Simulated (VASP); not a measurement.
# Os (P6_3/mmc) in VASP: further runs, part 2 of 2

VASP 6.6.1. Earlier steps stand in the parts before.

**3. Single point, PBE**

This run uses another cell than the first one, of 14.12 Å³/atom, 1.010 times its volume.

Contents of INCAR:

```
SYSTEM = Os
PREC = Accurate ; ENCUT = 520
EDIFF = 1E-6 ; ISMEAR = -1
SIGMA = 0.05 ; LREAL = .FALSE.
LASPH = .TRUE. ; NELM = 60
ALGO = Fast ; ISIF = 2
LWAVE = .FALSE. ; LCHARG = .FALSE.
GGA = PE ; NBANDS = 15
```

Contents of KPOINTS:

```
regular mesh
0
G
  9 9 5
  0 0 0
```

Contents of POSCAR:

```
Os
1.0
    2.7341000000      0.0000000000      0.0000000000
   -1.3670500000      2.3678000565      0.0000000000
    0.0000000000      0.0000000000      4.3628970000
Os
2
Direct
    0.6666666667      0.3333333333      0.7500000000
    0.3333333333      0.6666666667      0.2500000000
```

Potentials or basis: VASP PAW PBE potentials, release 64 (Os).

The run is started by

```
cat potpaw_PBE.64/Os/POTCAR > POTCAR
mpirun -np 1 vasp_std > vasp.out
```

OUTCAR:

```text
SYSTEM = Os
   PREC = Accurate
   ENCUT = 520
   EDIFF = 1E-6
   ISMEAR = -1
   LREAL = .FALSE.
   LASPH = .TRUE.
   NELM = 60
   ISIF = 2
   GGA = PE

 ion  position               nearest neighbor table
   1  0.667  0.333  0.750-   2 2.69   2 2.69   2 2.69   2 2.69   2 2.69   2 2.69
   2  0.333  0.667  0.250-   1 2.69   1 2.69   1 2.69   1 2.69   1 2.69   1 2.69

  LATTYP: Found a hexagonal cell.
 ALAT       =     2.7341000000
 C/A-ratio  =     1.5957342453

  Lattice vectors:

 A1 = (   2.7341000000,   0.0000000000,   0.0000000000)
 A2 = (  -1.3670500000,   2.3678000565,   0.0000000000)
 A3 = (   0.0000000000,   0.0000000000,   4.3628970000)

Analysis of symmetry for initial positions (statically):
=====================================================================
 Subroutine PRICEL returns:
 Original cell was already a primitive cell.

 Routine SETGRP: Setting up the symmetry group for a
 hexagonal supercell.

 Subroutine GETGRP returns: Found 24 space group operations
 (whereof 12 operations were pure point group operations)
 out of a pool of 24 trial point group operations.

The static configuration has the point symmetry D_3d.
 The point group associated with its full space group is D_6h.

Analysis of symmetry for dynamics (positions and initial velocities):
=====================================================================
 Subroutine PRICEL returns:
 Original cell was already a primitive cell.

 Routine SETGRP: Setting up the symmetry group for a
 hexagonal supercell.

 Subroutine GETGRP returns: Found 24 space group operations
 (whereof 12 operations were pure point group operations)
 out of a pool of 24 trial point group operations.

The dynamic configuration has the point symmetry D_3d.
 The point group associated with its full space group is D_6h.

 Subroutine INISYM returns: Found 24 space group operations
 (whereof 12 operations are pure point group operations),
 and found     1 'primitive' translations

----------------------------------------------------------------------------------------

                                     Primitive cell

  volume of cell :      28.2445

  direct lattice vectors                    reciprocal lattice vectors
     2.734100000  0.000000000  0.000000000     0.365751070  0.211166479  0.000000000
    -1.367050000  2.367800057  0.000000000     0.000000000  0.422332957  0.000000000
     0.000000000  0.000000000  4.362897000     0.000000000  0.000000000  0.229205503

  length of vectors
     2.734100000  2.734100000  4.362897000     0.422332957  0.422332957  0.229205503

  position of ions in fractional coordinates (direct lattice)
     0.666666667  0.333333333  0.750000000
     0.333333333  0.666666667  0.250000000

  ion indices of the primitive-cell ions
   primitive index   ion index
                 1           1
                 2           2

----------------------------------------------------------------------------------------

 KPOINTS: regular mesh

Automatic generation of k-mesh.
 Grid dimensions read from file:
 generate k-points for:    9    9    5

 Generating k-lattice:

  Cartesian coordinates                     Fractional coordinates (reciprocal lattice)
     0.040639008  0.023462942  0.000000000     0.111111111  0.000000000  0.000000000
     0.000000000  0.046925884  0.000000000     0.000000000  0.111111111  0.000000000
     0.000000000  0.000000000  0.045841101     0.000000000  0.000000000  0.200000000

  Length of vectors
     0.046925884  0.046925884  0.045841101

  Shift w.r.t. Gamma in fractional coordinates (k-lattice)
     0.000000000  0.000000000  0.000000000

 Subroutine IBZKPT returns following result:
 ===========================================

 Found     36 irreducible k-points:

 Following reciprocal coordinates:
            Coordinates               Weight
  0.000000  0.000000  0.000000      1.000000
  0.111111 -0.000000  0.000000      6.000000
  0.222222  0.000000  0.000000      6.000000
  0.333333  0.000000  0.000000      6.000000
  0.444444  0.000000  0.000000      6.000000
  0.111111  0.111111  0.000000      6.000000
[... 16 lines left out ...]
  0.333333  0.222222  0.200000     24.000000
  0.333333  0.333333  0.200000      4.000000
 [... further k-points ...]
   k-points           NKPTS =     36   k-points in BZ     NKDIM =     36   number of bands    NBANDS=     15
   number of dos      NEDOS =    301   number of ions     NIONS =      2
   total plane-waves  NPLWV =  12800
   dimension x,y,z NGX =    20 NGY =   20 NGZ =   32
   dimension x,y,z NGXF=    40 NGYF=   40 NGZF=   64
   ions per type =               2
   NGX,Y,Z   is equivalent  to a cutoff of  12.16, 12.16, 12.19 a.u.
   NGXF,Y,Z  is equivalent  to a cutoff of  24.32, 24.32, 24.39 a.u.
 SYSTEM =  Os
   PREC   = accura    normal or accurate (medium, high low for compatibility)
   ISTART =      0    job   : 0-new  1-cont  2-samecut
   ICHARG =      2    charge: 1-file 2-atom 10-const
   ISPIN  =      1    spin polarized calculation?
   LNONCOLLINEAR =      F non collinear calculations
   LSORBIT =      F    spin-orbit coupling
   LASPH  =      T    aspherical Exc in radial PAW
   ENCUT  =  520.0 eV  38.22 Ry    6.18 a.u.   5.08  5.08  8.11*2*pi/ulx,y,z
   NELM   =     60;   NELMIN=  2; NELMDL= -5     # of ELM steps
   EDIFF  = 0.1E-05   stopping-criterion for ELM
   LREAL  =      F    real-space projection
   EDIFFG = 0.1E-04   stopping-criterion for IOM
   NSW    =      0    number of steps for IOM
   IBRION =     -1    ionic relax: 0-MD 1-quasi-New 2-CG
   NFREE  =      0    steps in history (QN), initial steepest desc. (CG)
   ISIF   =      2    stress and relaxation
   ISYM   =      2    0-nonsym 1-usesym 2-fastsym
   POTIM  = 0.5000    time-step for ionic-motion
   TEBEG  =    0.0;   TEEND  =   0.0 temperature during run
   PSTRESS=    0.0 pullay stress
   NELECT =      16.0000    total number of electrons
   NUPDOWN=      -1.0000    fix difference up-down
   EMIN   =  10.00;   EMAX   =-10.00  energy-range for DOS
   EFERMI =   0.00;   METHOD = LEGACY
   ISMEAR =    -1;   SIGMA  =   0.05  broadening in eV -4-tet -1-fermi 0-gaus
   EFERMI_NEDOS =   21; number of points for ismear=-14 and -15
   IALGO  =     68    algorithm
   IMIX   =      4    mixing-type and parameters
     AMIX     =   0.40;   BMIX     =  1.00
     AMIX_MAG =   1.60;   BMIX_MAG =  1.00
  volume/ion in A,a.u.               =      14.12        95.30
  Fermi-wavevector in a.u.,A,eV,Ry     =   1.354576  2.559777 24.965004  1.834876
  Thomas-Fermi vector in A             =   2.481736
   LORBIT       =      0    0 simple, 1 ext, 2 COOP (PROOUT), +10 PAW based schemes
   GGA     = PE    functional components
   LHFCALC =     F    Hartree Fock is set to
   AEXX    =    0.0000 exact exchange contribution
   IVDW    =     0    specifies the selected vdW correction
   LEPSILON=     F    determine dielectric tensor
   LRPA    =     F    only Hartree local field effects (RPA)
 non-spin polarized calculation
 RMM-DIIS sequential band-by-band and
  energy-cutoff  :      520.00
  volume of cell :       28.24
 maximum number of plane-waves:       774
   NGX = 11   NGY = 11   NGZ = 17

 number of electron      16.0000000 magnetization

 Free energy of the ion-electron system (eV)
  ---------------------------------------------------
  ext. energy  EPLUGINS =         0.00000000
  ---------------------------------------------------
  free energy    TOTEN  =       -22.52060395 eV

  energy without entropy =      -22.51091620  energy(sigma->0) =      -22.51576008

 E-fermi :   9.5159     XC(G=0): -14.0028

 val. band max:        9.5096035477   @ k =   0.1111   0.1111   0.4000
 cond. band min:       9.5420661575   @ k =   0.1111  -0.0000   0.4000
 fundamental gap:      0.0324626098
 Fermi energy:         9.5159425536

 k-point     1 :       0.0000    0.0000    0.0000
  band No.  band energies     occupation
      1      -1.5344      2.00000
      2       1.6052      2.00000
      3       6.3225      2.00000
      4       6.3225      2.00000
      5       6.4546      2.00000
      6       7.1233      2.00000
      7       7.1233      2.00000
      8       7.8812      2.00000
      9       7.8812      2.00000
     10       9.2403      1.99197
     11      10.9985      0.00000
     12      10.9985      0.00000
     13      18.1620      0.00000
     14      23.4072      0.00000
[... 401 lines left out ...]
      2       3.8655      2.00000
      3       3.8655      2.00000
      4       4.8019      2.00000
      5       5.9009      2.00000
      6       5.9009      2.00000
      7       7.8432      2.00000
      8      10.0966      0.00002
      9      10.8794      0.00000
     10      10.8794      0.00000
     11      15.2769      0.00000
     12      15.2769      0.00000
     13      17.6691      0.00000
     14      22.0124      0.00000
     15      22.0125      0.00000

 [... further k-points ...]
[... 5 lines left out ...]
  --------------------------------------------------------------------------------------
  -------------------------------------------------------------------------------------
  Total        1.0378771      1.0378771      0.0074076     -0.0000000      0.0000000      0.0000000
  in kB       58.8738058     58.8738058      0.4202001     -0.0000000      0.0000000      0.0000000
  external PRESSURE =      39.3892706 kB  Pullay stress =       0.0000000 kB

 VOLUME and BASIS-vectors are now :
 -----------------------------------------------------------------------------
  energy-cutoff  :      520.00
  volume of cell :       28.24
      direct lattice vectors                 reciprocal lattice vectors
     2.734100000  0.000000000  0.000000000     0.365751070  0.211166479  0.000000000
    -1.367050000  2.367800057  0.000000000     0.000000000  0.422332957  0.000000000
     0.000000000  0.000000000  4.362897000     0.000000000  0.000000000  0.229205503

 POSITION                                       TOTAL-FORCE (eV/Angst)
 -----------------------------------------------------------------------------------
      1.36705      0.78927      3.27217        -0.000000      0.000000      0.000000
     -0.00000      1.57853      1.09072         0.000000      0.000000      0.000000
 -----------------------------------------------------------------------------------
    total drift:                               -0.000000      0.000000     -0.000000

  FREE ENERGIE OF THE ION-ELECTRON SYSTEM (eV)
  ---------------------------------------------------
  free  energy   TOTEN  =       -22.5206039496 eV

  energy  without entropy=      -22.5109162040  energy(sigma->0) =      -22.51576008
```

It took 9.1 s on 1 thread of Intel Xeon Platinum 8488C (Sapphire Rapids), shared host; peak memory 0.14 GiB.

Results:

- Free energy: -22.5206 eV
- Pressure: 3.9 GPa
- Band gap on the k mesh: zero (band 8 reaches 11.33 eV, above the bottom of band 9 at 7.55 eV)

Stress tensor (GPa, compression positive):
```
5.89 0.00 0.00
0.00 5.89 0.00
0.00 0.00 0.04
```

Levels at points of the mesh, in eV from the Fermi level:
```
           k point  band 5  band 6  band 7  band 8  band 9  band 10  band 11  band 12
(0.00, 0.00, 0.00)   -3.06   -2.39   -2.39   -1.63   -1.63    -0.28     1.48     1.48
```

Caveat: spin-orbit coupling is left out, which moves the levels of the heavy elements.

**4. Single point, PBE**

This run uses another cell than the first one, of 14.26 Å³/atom, 1.020 times its volume.

Contents of INCAR:

```
SYSTEM = Os
PREC     = Accurate       ! precision mode
ENCUT    = 520            ! plane-wave cutoff, eV
EDIFF    = 1E-6           ! SCF threshold, eV
ISMEAR   = -1             ! smearing method
SIGMA    = 0.05           ! smearing width, eV
LREAL    = .False.        ! projectors in reciprocal space
LASPH    = .True.         ! aspherical terms in the spheres
NELM     = 100            ! most SCF steps
ALGO     = Normal         ! electronic algorithm
ISIF     = 2              ! what is computed and relaxed
LWAVE    = .False.        ! write WAVECAR
LCHARG   = .False.        ! write CHGCAR
GGA      = PE             ! functional
NBANDS   = 15             ! bands
```

Contents of KPOINTS:

```
regular mesh
0
Gamma
  9 9 5
  0 0 0
```

Edit POSCAR of step 3 so:

```diff
@@ -4,3 +4,3 @@
    -1.3670500000      2.3678000565      0.0000000000
-    0.0000000000      0.0000000000      4.3628970000
+    0.0000000000      0.0000000000      4.4060940000
 Os
```

The run is started by

```
cat potpaw_PBE.64/Os/POTCAR > POTCAR
mpirun -np 1 vasp_std > vasp.out
```

Run time: 8.4 s. Hardware: 1 thread of Intel Xeon Platinum 8488C (Sapphire Rapids), shared host; peak memory 0.14 GiB.

Results (log left out):

```yaml
Free_energy: -22.5134 eV
Pressure: -0.2 GPa
Band_gap_on_the_k_mesh: zero (band 8 reaches 11.15 eV, above the bottom of band 9 at 7.52 eV)
```

Stress tensor (GPa, compression positive):
```
 3.96  0.00  0.00
 0.00  3.96  0.00
 0.00  0.00 -8.40
```

Levels at points of the mesh, in eV from the Fermi level:
```csv
k point,band 4,band 5,band 6,band 7,band 8,band 9,band 10,band 11,band 12,band 13
"(0.00, 0.00, 0.00)",-3.14,-3.13,-2.38,-2.38,-1.53,-1.53,-0.39,1.46,1.46,8.40
```

Caveat: spin-orbit coupling is left out, which moves the levels of the heavy elements.

**5. Single point, PBE**

This run uses another cell than the first one, of 14.54 Å³/atom, 1.040 times its volume.

Contents of INCAR:

```
PREC = Accurate ; ENCUT = 520
EDIFF = 1E-6 ; ISMEAR = -1
SIGMA = 0.05 ; LREAL = False
LASPH = True ; NELM = 100
ALGO = Normal ; ISIF = 2
LWAVE = False ; LCHARG = False
GGA = PE ; NBANDS = 15
```

Contents of KPOINTS:

```
Automatic mesh
0
Gamma
  9 9 5
```

Edit POSCAR of step 4 so:

```diff
@@ -4,3 +4,3 @@
    -1.3670500000      2.3678000565      0.0000000000
-    0.0000000000      0.0000000000      4.4060940000
+    0.0000000000      0.0000000000      4.4924880000
 Os
```

The run is started by

```
cat potpaw_PBE.64/Os/POTCAR > POTCAR
mpirun -np 1 vasp_std > vasp.out
```

Run time: 7.8 s. Hardware: 1 thread of Intel Xeon Platinum 8488C (Sapphire Rapids), shared host; peak memory 0.14 GiB.

Results (log left out):

- Free energy: -22.4579 eV
- Pressure: -7.4 GPa
- Band gap on the k mesh: zero (band 8 reaches 10.88 eV, above the bottom of band 9 at 7.45 eV)

Stress tensor (GPa, compression positive):
```
  0.58   0.00   0.00
  0.00   0.58   0.00
  0.00   0.00 -23.29
```

Levels at points of the mesh, in eV from the Fermi level:
| k point | band 6 | band 7 | band 8 | band 9 | band 10 | band 11 |
| --- | --- | --- | --- | --- | --- | --- |
| (0.00, 0.00, 0.00) | -2.35 | -2.35 | -1.34 | -1.34 | -0.60 | 1.40 |

Caveat: spin-orbit coupling is left out, which moves the levels of the heavy elements.

**6. Overview**

```tsv
cell	gap on the mesh (eV)	pressure (GPa)
a = 2.734, b = 2.734, c = 4.320 Å, angles 90.0, 90.0, 120.0°, 2 atoms	none	8.4
a = 2.734, b = 2.734, c = 4.363 Å, angles 90.0, 90.0, 120.0°, 2 atoms	none	3.9
a = 2.734, b = 2.734, c = 4.406 Å, angles 90.0, 90.0, 120.0°, 2 atoms	none	-0.2
a = 2.734, b = 2.734, c = 4.492 Å, angles 90.0, 90.0, 120.0°, 2 atoms	none	-7.4
```

Alike in all rows: task single point; level PBE; potentials or basis VASP PAW PBE potentials, release 64 (Os); no spin polarisation; k mesh 9 × 9 × 5; cutoff (eV) 520; smearing fermi-dirac 0.05 eV.

Caveats: spin-orbit coupling is left out, which moves the levels of the heavy elements.

Absolute energies hang on the potentials; compare differences alone.
